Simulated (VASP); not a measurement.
Wanted: the native input for a VASP 6.6.1 run.

| Quantity | Value |
| --- | --- |
| Task | molecular dynamics |
| Functional | LDA |
| Potentials or basis | VASP PAW LDA potentials, release 64 (Si, N) |
| Cutoff | 520 eV |
| k mesh | 2 × 2 × 2 |
| Occupations | fermi-dirac, width 0.02 eV |
| Spin | collinear spin, zero start |
| Starting moments | [0.0, 0.0, 0.0, 0.0, 0.0, 0.0, 0.0, 0.0, 0.0, 0.0, 0.0, 0.0, 0.0, 0.0, 0.0, 0.0, 0.0] μB |
| Dipole correction | no |
| Further INCAR settings | LREAL = Auto; ALGO = Normal; EDIFF = 1e-05; ISYM = 0; IBRION = 0; POTIM = 1.0; NSW = 40 |

The structure of Si16N (a cell with a defect) lies in POSCAR:

```
Si16N
1.0
    0.0000000000      5.4300000000      5.4300000000
    5.4300000000      0.0000000000      5.4300000000
    5.4300000000      5.4300000000      0.0000000000
Si N
16 1
Direct
    0.0585588400     -0.0278748000     -0.0283323000
    0.1329188900      0.1218915700      0.1213922700
   -0.0058438200      0.0121571000      0.4939710200
    0.1052020200      0.1605467900      0.6049191600
   -0.0058056700      0.4944872600      0.0117188800
    0.1053080200      0.6055078300      0.1599724600
    0.0148272900      0.5149477500      0.5144335200
    0.1396581500      0.6397666900      0.6392706100
    0.5079479800      0.0081100600      0.0075410100
    0.6340492900      0.1343185500      0.1341421200
    0.4717978000     -0.0281925700      0.5584576200
    0.6216073200      0.1217934000      0.6325268600
    0.4719773000      0.5587509000     -0.0284470800
    0.6216295200      0.6330990300      0.1213286300
    0.5120710400      0.4943255300      0.4938570900
    0.6604176600      0.6053153700      0.6048805700
    0.3276389800      0.8278965300      0.8276075400
```

One way to write it, as run:

INCAR

```
SYSTEM = Si16N
PREC = Accurate ; ENCUT = 520
EDIFF = 1E-5 ; ISMEAR = -1
SIGMA = 0.02 ; LREAL = Auto
LASPH = .TRUE. ; NELM = 150
ALGO = Normal ; ISIF = 2
LWAVE = .FALSE. ; LCHARG = .TRUE.
ISPIN = 2 ; MAGMOM = 0 0 0 0 0 0 0 0 0 0 0 0 0 0 0 0 0
LORBIT = 11 ; GGA = CA
IBRION = 0 ; NSW = 40
POTIM = 1.0 ; TEBEG = 3000.0
TEEND = 3000.0 ; ISYM = 0
NELMIN = 4 ; RANDOM_SEED = 292827 0 0
MDALGO = 1 ; ANDERSEN_PROB = 0.0
KPAR = 2 ; NCORE = 2
```

KPOINTS

```
Automatic mesh
0
G
  2 2 2
  0 0 0
```

Potentials or basis: VASP PAW LDA potentials, release 64 (Si, N).

Launch:

```console
$ cat potpaw_LDA.64/Si/POTCAR potpaw_LDA.64/N/POTCAR > POTCAR
$ mpirun -np 4 vasp_std > vasp.out
```

It gave:

* Valence electrons inside the program's atomic spheres: Si 1.59, 1.66, 1.68, 1.70, 1.64, 1.63, 1.71 (each value once); N 3.55

Caveat: the k points lie up to 0.50 Å⁻¹ apart.

It took 33 min on 4 MPI ranks on Intel(R) Xeon(R) Platinum 8259CL CPU @ 2.50GHz (Skylake/Cascade Lake), with other jobs on the host, peak memory 0.45 GiB a rank.
